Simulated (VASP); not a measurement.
# GaN (F-43m) in VASP: notebook

GaN is run at these levels: PBEsol; tasks: single point, relaxation of cell and atoms.

Program: VASP 6.6.1. These are calculated values, not measurements. Logs are shortened: lines on timing, memory, paths and dates and some standing lists are left out, and cuts for length are marked.

## Step 1: The cell of the first run

It takes space group F-43m (No. 216, cubic). Conventional cell: a = 4.498 Å, b = 4.498 Å, c = 4.498 Å, α = 90.00°, β = 90.00°, γ = 90.00°. Within 2.6 Å of Ga (site symmetry -43m) lie 4 N at 1.95 Å. Within 2.6 Å of N (site symmetry -43m) lie 4 Ga at 1.95 Å.

## Step 2: Single point, PBEsol

Contents of INCAR:

```
SYSTEM = GaN
PREC = Accurate ; ENCUT = 520
EDIFF = 1E-6 ; ISMEAR = -1
SIGMA = 0.1 ; LREAL = .FALSE.
LASPH = .TRUE. ; NELM = 80
ALGO = Normal ; ISIF = 2
LWAVE = .FALSE. ; LCHARG = .FALSE.
GGA = PS ; NBANDS = 16
```

Contents of KPOINTS:

```
Automatic mesh
0
G
  16 16 16
  0 0 0
```

Contents of POSCAR:

```
GaN
1.0
    0.0000000000      2.2491397598      2.2491397598
    2.2491397598      0.0000000000      2.2491397598
    2.2491397598      2.2491397598      0.0000000000
Ga N
1 1
Direct
    0.0000000000      0.0000000000      0.0000000000
    0.2500000000      0.2500000000      0.2500000000
```

Potentials or basis: VASP PAW PBE potentials, release 64 (Ga_d, N).

On the command line:

```console
cat potpaw_PBE.64/Ga_d/POTCAR potpaw_PBE.64/N/POTCAR > POTCAR
mpirun -np 1 vasp_std > vasp.out
```

OUTCAR:

```text
SYSTEM = GaN
   PREC = Accurate
   ENCUT = 520
   EDIFF = 1E-6
   ISMEAR = -1
   LREAL = .FALSE.
   LASPH = .TRUE.
   NELM = 80
   ISIF = 2
   GGA = PS

 ion  position               nearest neighbor table
   1  0.000  0.000  0.000-   2 1.95   2 1.95   2 1.95   2 1.95
   2  0.250  0.250  0.250-   1 1.95   1 1.95   1 1.95   1 1.95

  LATTYP: Found a face centered cubic cell.
 ALAT       =     4.4982795196

  Lattice vectors:

 A1 = (   0.0000000000,   2.2491397598,   2.2491397598)
 A2 = (   2.2491397598,   0.0000000000,   2.2491397598)
 A3 = (   2.2491397598,   2.2491397598,   0.0000000000)

Analysis of symmetry for initial positions (statically):
=====================================================================
 Subroutine PRICEL returns:
 Original cell was already a primitive cell.

 Routine SETGRP: Setting up the symmetry group for a
 face centered cubic supercell.

 Subroutine GETGRP returns: Found 24 space group operations
 (whereof 24 operations were pure point group operations)
 out of a pool of 48 trial point group operations.

The static configuration has the point symmetry T_d .

Analysis of symmetry for dynamics (positions and initial velocities):
=====================================================================
 Subroutine PRICEL returns:
 Original cell was already a primitive cell.

 Routine SETGRP: Setting up the symmetry group for a
 face centered cubic supercell.

 Subroutine GETGRP returns: Found 24 space group operations
 (whereof 24 operations were pure point group operations)
 out of a pool of 48 trial point group operations.

The dynamic configuration has the point symmetry T_d .

 Subroutine INISYM returns: Found 24 space group operations
 (whereof 24 operations are pure point group operations),
 and found     1 'primitive' translations

----------------------------------------------------------------------------------------

                                     Primitive cell

  volume of cell :      22.7551

  direct lattice vectors                    reciprocal lattice vectors
     0.000000000  2.249139760  2.249139760    -0.222307217  0.222307217  0.222307217
     2.249139760  0.000000000  2.249139760     0.222307217 -0.222307217  0.222307217
     2.249139760  2.249139760  0.000000000     0.222307217  0.222307217 -0.222307217

  length of vectors
     3.180763952  3.180763952  3.180763952     0.385047394  0.385047394  0.385047394

  position of ions in fractional coordinates (direct lattice)
     0.000000000  0.000000000  0.000000000
     0.250000000  0.250000000  0.250000000

  ion indices of the primitive-cell ions
   primitive index   ion index
                 1           1
                 2           2

----------------------------------------------------------------------------------------

 KPOINTS: Automatic mesh

Automatic generation of k-mesh.
 Grid dimensions read from file:
 generate k-points for:   16   16   16

 Generating k-lattice:

  Cartesian coordinates                     Fractional coordinates (reciprocal lattice)
    -0.013894201  0.013894201  0.013894201     0.062500000  0.000000000  0.000000000
     0.013894201 -0.013894201  0.013894201     0.000000000  0.062500000  0.000000000
     0.013894201  0.013894201 -0.013894201     0.000000000  0.000000000  0.062500000

  Length of vectors
     0.024065462  0.024065462  0.024065462

  Shift w.r.t. Gamma in fractional coordinates (k-lattice)
     0.000000000  0.000000000  0.000000000

 Subroutine IBZKPT returns following result:
 ===========================================

 Found    145 irreducible k-points:

 Following reciprocal coordinates:
            Coordinates               Weight
  0.000000  0.000000  0.000000      1.000000
  0.062500  0.000000  0.000000      8.000000
  0.125000  0.000000  0.000000      8.000000
  0.187500  0.000000  0.000000      8.000000
  0.250000  0.000000  0.000000      8.000000
  0.312500  0.000000  0.000000      8.000000
[... 16 lines left out ...]
 -0.125000  0.062500  0.000000     24.000000
 -0.062500  0.062500  0.000000     12.000000
 [... further k-points ...]
   k-points           NKPTS =    145   k-points in BZ     NKDIM =    145   number of bands    NBANDS=     16
   number of dos      NEDOS =    301   number of ions     NIONS =      2
   total plane-waves  NPLWV =  13824
   dimension x,y,z NGX =    24 NGY =   24 NGZ =   24
   dimension x,y,z NGXF=    48 NGYF=   48 NGZF=   48
   ions per type =               1   1
   NGX,Y,Z   is equivalent  to a cutoff of  12.54, 12.54, 12.54 a.u.
   NGXF,Y,Z  is equivalent  to a cutoff of  25.09, 25.09, 25.09 a.u.
 SYSTEM =  GaN
   PREC   = accura    normal or accurate (medium, high low for compatibility)
   ISTART =      0    job   : 0-new  1-cont  2-samecut
   ICHARG =      2    charge: 1-file 2-atom 10-const
   ISPIN  =      1    spin polarized calculation?
   LNONCOLLINEAR =      F non collinear calculations
   LSORBIT =      F    spin-orbit coupling
   LASPH  =      T    aspherical Exc in radial PAW
   ENCUT  =  520.0 eV  38.22 Ry    6.18 a.u.   5.91  5.91  5.91*2*pi/ulx,y,z
   NELM   =     80;   NELMIN=  2; NELMDL= -5     # of ELM steps
   EDIFF  = 0.1E-05   stopping-criterion for ELM
   LREAL  =      F    real-space projection
   EDIFFG = 0.1E-04   stopping-criterion for IOM
   NSW    =      0    number of steps for IOM
   IBRION =     -1    ionic relax: 0-MD 1-quasi-New 2-CG
   NFREE  =      0    steps in history (QN), initial steepest desc. (CG)
   ISIF   =      2    stress and relaxation
   ISYM   =      2    0-nonsym 1-usesym 2-fastsym
   POTIM  = 0.5000    time-step for ionic-motion
   TEBEG  =    0.0;   TEEND  =   0.0 temperature during run
   PSTRESS=    0.0 pullay stress
   NELECT =      18.0000    total number of electrons
   NUPDOWN=      -1.0000    fix difference up-down
   EMIN   =  10.00;   EMAX   =-10.00  energy-range for DOS
   EFERMI =   0.00;   METHOD = LEGACY
   ISMEAR =    -1;   SIGMA  =   0.10  broadening in eV -4-tet -1-fermi 0-gaus
   EFERMI_NEDOS =   21; number of points for ismear=-14 and -15
   IALGO  =     38    algorithm
   IMIX   =      4    mixing-type and parameters
     AMIX     =   0.40;   BMIX     =  1.00
     AMIX_MAG =   1.60;   BMIX_MAG =  1.00
  volume/ion in A,a.u.               =      11.38        76.78
  Fermi-wavevector in a.u.,A,eV,Ry     =   1.514047  2.861133 31.189137  2.292337
  Thomas-Fermi vector in A             =   2.623756
   LORBIT       =      0    0 simple, 1 ext, 2 COOP (PROOUT), +10 PAW based schemes
   GGA     = PS    functional components
   LHFCALC =     F    Hartree Fock is set to
   AEXX    =    0.0000 exact exchange contribution
   IVDW    =     0    specifies the selected vdW correction
   LEPSILON=     F    determine dielectric tensor
   LRPA    =     F    only Hartree local field effects (RPA)
 non-spin polarized calculation
  energy-cutoff  :      520.00
  volume of cell :       22.76
 maximum number of plane-waves:       622
   NGX = 11   NGY = 11   NGZ = 11

 number of electron      18.0000008 magnetization

 Free energy of the ion-electron system (eV)
  ---------------------------------------------------
  ext. energy  EPLUGINS =         0.00000000
  ---------------------------------------------------
  free energy    TOTEN  =       -13.12260082 eV

  energy without entropy =      -13.12259944  energy(sigma->0) =      -13.12260013

 E-fermi :   6.2585     XC(G=0): -11.9332

 val. band max:        5.2126531700   @ k =   0.0000   0.0000   0.0000
 cond. band min:       6.9328858221   @ k =   0.0000   0.0000   0.0000
 fundamental gap:      1.7202326522
 Fermi energy:         6.2585447464

 k-point     1 :       0.0000    0.0000    0.0000
  band No.  band energies     occupation
      1     -10.7694      2.00000
      2      -8.1954      2.00000
      3      -8.1954      2.00000
      4      -8.1954      2.00000
      5      -7.8644      2.00000
      6      -7.8644      2.00000
[... 8 lines left out ...]
     15      23.9488      0.00000
     16      23.9488      0.00000

 k-point     2 :       0.0625    0.0000    0.0000
  band No.  band energies     occupation
      1     -10.7238      2.00000
      2      -8.1897      2.00000
      3      -8.1897      2.00000
      4      -8.1819      2.00000
      5      -7.8651      2.00000
      6      -7.8651      2.00000
[... 8 lines left out ...]
     15      23.2030      0.00000
     16      23.2030      0.00000

 k-point     3 :       0.1250    0.0000    0.0000
  band No.  band energies     occupation
      1     -10.5948      2.00000
      2      -8.1742      2.00000
      3      -8.1742      2.00000
      4      -8.1341      2.00000
      5      -7.8661      2.00000
      6      -7.8661      2.00000
[... 8 lines left out ...]
     15      22.3759      0.00000
     16      22.3759      0.00000

 k-point     4 :       0.1875    0.0000    0.0000
  band No.  band energies     occupation
      1     -10.4068      2.00000
      2      -8.1532      2.00000
      3      -8.1532      2.00000
      4      -8.0306      2.00000
      5      -7.8653      2.00000
      6      -7.8653      2.00000
[... 8 lines left out ...]
     15      21.9343      0.00000
     16      21.9343      0.00000

 k-point     5 :       0.2500    0.0000    0.0000
  band No.  band energies     occupation
      1     -10.2005      2.00000
      2      -8.1326      2.00000
      3      -8.1325      2.00000
      4      -7.8596      2.00000
      5      -7.8596      2.00000
      6      -7.8398      2.00000
[... 8 lines left out ...]
     15      21.9936      0.00000
     16      21.9936      0.00000

 k-point     6 :       0.3125    0.0000    0.0000
  band No.  band energies     occupation
      1     -10.0211      2.00000
      2      -8.1174      2.00000
      3      -8.1174      2.00000
      4      -7.8480      2.00000
      5      -7.8480      2.00000
      6      -7.5381      2.00000
[... 8 lines left out ...]
     15      22.5395      0.00000
     16      22.5395      0.00000

 k-point     7 :       0.3750    0.0000    0.0000
  band No.  band energies     occupation
      1      -9.8967      2.00000
      2      -8.1092      2.00000
      3      -8.1092      2.00000
      4      -7.8332      2.00000
      5      -7.8332      2.00000
      6      -7.1482      2.00000
[... 8 lines left out ...]
     15      23.4188      0.00000
     16      23.4188      0.00000

 k-point     8 :       0.4375    0.0000    0.0000
  band No.  band energies     occupation
      1      -9.8288      2.00000
      2      -8.1059      2.00000
      3      -8.1059      2.00000
      4      -7.8208      2.00000
      5      -7.8208      2.00000
      6      -6.7769      2.00000
[... 8 lines left out ...]
     15      24.3540      0.00000
     16      24.3540      0.00000

 k-point     9 :       0.5000    0.0000    0.0000
  band No.  band energies     occupation
      1      -9.8079      2.00000
      2      -8.1052      2.00000
      3      -8.1052      2.00000
      4      -7.8161      2.00000
      5      -7.8161      2.00000
      6      -6.6136      2.00000
[... 8 lines left out ...]
     15      24.8168      0.00000
     16      24.8168      0.00000
[... 172 lines left out ...]
 k-point    19 :      -0.3750    0.0625    0.0000
  band No.  band energies     occupation
      1      -9.8545      2.00000
      2      -8.1051      2.00000
      3      -8.1013      2.00000
      4      -7.8390      2.00000
      5      -7.8290      2.00000
      6      -6.9797      2.00000
[... 8 lines left out ...]
     15      23.0613      0.00000
     16      24.3334      0.00000

 k-point    20 :      -0.3125    0.0625    0.0000
  band No.  band energies     occupation
      1      -9.9554      2.00000
      2      -8.1095      2.00000
      3      -8.1093      2.00000
      4      -7.8566      2.00000
      5      -7.8422      2.00000
      6      -7.3777      2.00000
[... 8 lines left out ...]
     15      22.0089      0.00000
     16      23.7142      0.00000

 k-point    21 :      -0.2500    0.0625    0.0000
  band No.  band energies     occupation
      1     -10.1124      2.00000
      2      -8.1241      2.00000
      3      -8.1201      2.00000
      4      -7.8700      2.00000
      5      -7.8634      2.00000
      6      -7.7086      2.00000
[... 8 lines left out ...]
     15      21.2744      0.00000
     16      23.2665      0.00000

 k-point    22 :      -0.1875    0.0625    0.0000
  band No.  band energies     occupation
      1     -10.3080      2.00000
      2      -8.1448      2.00000
      3      -8.1373      2.00000
      4      -7.9691      2.00000
      5      -7.8755      2.00000
      6      -7.8434      2.00000
[... 8 lines left out ...]
     15      21.3674      0.00000
     16      23.2809      0.00000

 k-point    23 :      -0.1250    0.0625    0.0000
  band No.  band energies     occupation
      1     -10.5018      2.00000
      2      -8.1665      2.00000
      3      -8.1579      2.00000
      4      -8.0940      2.00000
      5      -7.8744      2.00000
      6      -7.8572      2.00000
[... 8 lines left out ...]
     15      21.6767      0.00000
     16      23.6413      0.00000

 k-point    24 :      -0.0625    0.0625    0.0000
  band No.  band energies     occupation
      1     -10.6504      2.00000
      2      -8.1830      2.00000
      3      -8.1767      2.00000
      4      -8.1588      2.00000
      5      -7.8699      2.00000
      6      -7.8617      2.00000
[... 8 lines left out ...]
     15      22.2736      0.00000
     16      23.6401      0.00000

 [... further k-points ...]

------------------------ aborting loop because EDIFF is reached ----------------------------------------

  FORCE on cell =-STRESS in cart. coord.  units (eV):
  Direction    XX          YY          ZZ          XY          YZ          ZX
  --------------------------------------------------------------------------------------
  -------------------------------------------------------------------------------------
  Total       -0.0327122     -0.0327122     -0.0327122     -0.0000000      0.0000000     -0.0000000
  in kB       -2.3032531     -2.3032531     -2.3032531     -0.0000000      0.0000000     -0.0000000
  external PRESSURE =      -2.3032531 kB  Pullay stress =       0.0000000 kB

 VOLUME and BASIS-vectors are now :
 -----------------------------------------------------------------------------
  energy-cutoff  :      520.00
  volume of cell :       22.76
      direct lattice vectors                 reciprocal lattice vectors
     0.000000000  2.249139760  2.249139760    -0.222307217  0.222307217  0.222307217
     2.249139760  0.000000000  2.249139760     0.222307217 -0.222307217  0.222307217
     2.249139760  2.249139760  0.000000000     0.222307217  0.222307217 -0.222307217

 POSITION                                       TOTAL-FORCE (eV/Angst)
 -----------------------------------------------------------------------------------
      0.00000      0.00000      0.00000         0.000000      0.000000      0.000000
      1.12457      1.12457      1.12457        -0.000000     -0.000000     -0.000000
 -----------------------------------------------------------------------------------
    total drift:                                0.000001      0.000001      0.000001

  FREE ENERGIE OF THE ION-ELECTRON SYSTEM (eV)
  ---------------------------------------------------
  free  energy   TOTEN  =       -13.1226008220 eV

  energy  without entropy=      -13.1225994375  energy(sigma->0) =      -13.12260013
```

Wall time 24 s (1 thread of Intel Xeon Platinum 8488C (Sapphire Rapids), shared host); peak memory 0.17 GiB.

Results:

```yaml
Free_energy: -13.1226 eV
Pressure: -0.2 GPa
Band_gap_on_the_k_mesh: 1.72 eV
```

Levels at points of the mesh, in eV from the valence-band top:
| k point | band 5 | band 6 | band 7 | band 8 | band 9 | band 10 | band 11 | band 12 | band 13 | band 14 |
| --- | --- | --- | --- | --- | --- | --- | --- | --- | --- | --- |
| (0.00, 0.00, 0.00) | -13.08 | -13.08 | 0.00 | 0.00 | 0.00 | 1.72 | 10.24 | 10.24 | 10.24 | 17.46 |
| (0.50, 0.00, 0.00) | -13.03 | -11.83 | -7.15 | -0.99 | -0.99 | 4.60 | 8.66 | 10.29 | 10.29 | 15.48 |
| (0.50, 0.50, 0.00) | -13.00 | -11.40 | -6.20 | -2.75 | -2.75 | 3.23 | 6.60 | 11.62 | 13.94 | 13.94 |

Caveat: the PAW data sets were made with another functional, which shifts forces and pressure a little. A k mesh can miss the band edges.

## Step 3: Relaxation of cell and atoms, PBEsol

This run uses another cell than the first one, of 11.44 Å³/atom.

Contents of INCAR:

```
SYSTEM = GaN
PREC = Accurate
ENCUT = 600
EDIFF = 1E-6
ISMEAR = -1
SIGMA = 0.1
LREAL = .False.
LASPH = .True.
NELM = 60
ALGO = Normal
ISIF = 3
LWAVE = .False.
LCHARG = .False.
GGA = PS
IBRION = 2
NSW = 100
EDIFFG = -0.002
```

Contents of KPOINTS:

```
Automatic mesh
0
Gamma
  16 16 16
  0 0 0
```

Contents of POSCAR:

```
GaN
1.0
    0.0000000000      2.2535006075      2.2535006075
    2.2535006075      0.0000000000      2.2535006075
    2.2535006075      2.2535006075      0.0000000000
Ga N
1 1
Direct
    0.0000000000      0.0000000000      0.0000000000
    0.2500000000      0.2500000000      0.2500000000
```

Potentials or basis: VASP PAW PBE potentials, release 64 (Ga_d, N).

On the command line:

```console
cat potpaw_PBE.64/Ga_d/POTCAR potpaw_PBE.64/N/POTCAR > POTCAR
mpirun -np 1 vasp_std > vasp.out
```

Run time: 3.2 min. Hardware: 1 thread of Intel Xeon Platinum 8488C (Sapphire Rapids), shared host; peak memory 0.21 GiB.

The run converged. Its results:

- Free energy: -13.1246 eV
- Relaxed volume: 11.35 Å³/atom
- Relaxed cell: a = 3.178 Å, b = 3.178 Å, c = 3.178 Å, α = 60.00°, β = 60.00°, γ = 60.00°
- Space group after relaxing (to 0.1 Å): F-43m (No. 216)
- Energy gained by relaxing: 0.4 meV/atom
- Ionic steps: 13
- Pressure after relaxing: 0.0 GPa
- Band gap on the k mesh: 1.73 eV

The path:
| step | energy change (eV) | largest force (eV/Å) | pressure (GPa) | volume (Å³) |
| --- | --- | --- | --- | --- |
| 1 | 0.0000 | 0.0000 | -1.50 | 22.89 |
| 2 | -0.0001 | 0.0000 | 1.75 | 22.53 |
| 3 | -0.0008 | 0.0000 | -0.15 | 22.70 |
| 4 | -0.0008 | 0.0000 | 0.18 | 22.69 |
| 5 | -0.0008 | 0.0000 | 0.09 | 22.69 |
| 6 | -0.0008 | 0.0000 | -0.06 | 22.71 |
| 7 | -0.0008 | 0.0000 | 0.03 | 22.70 |
| 8 | -0.0008 | 0.0000 | -0.10 | 22.71 |
| 9 | -0.0008 | 0.0000 | -0.05 | 22.70 |
| 10 | -0.0008 | 0.0000 | 0.04 | 22.70 |
| 11 | -0.0008 | 0.0000 | -0.10 | 22.71 |
| 12 | -0.0008 | 0.0000 | 0.08 | 22.71 |
| 13 | -0.0008 | 0.0000 | 0.02 | 22.71 |

Final structure:
```
Ga N
1.0
     0.00000    2.24753    2.24753
     2.24753    0.00000    2.24753
     2.24753    2.24753    0.00000
Ga N
1 1
Direct
  0.00000 0.00000 0.00000
  0.25000 0.25000 0.25000
```

Levels at points of the mesh, in eV from the valence-band top:
```csv
k point,band 6,band 7,band 8,band 9,band 10,band 11,band 12,band 13
"(0.00, 0.00, 0.00)",-13.08,0.00,0.00,0.00,1.73,10.25,10.25,10.25
"(0.50, 0.00, 0.00)",-11.83,-7.17,-0.99,-0.99,4.62,8.67,10.31,10.31
"(0.50, 0.50, 0.00)",-11.40,-6.21,-2.76,-2.76,3.23,6.61,11.63,13.96
```

Caveat: the PAW data sets were made with another functional, which shifts forces and pressure a little. A k mesh can miss the band edges.
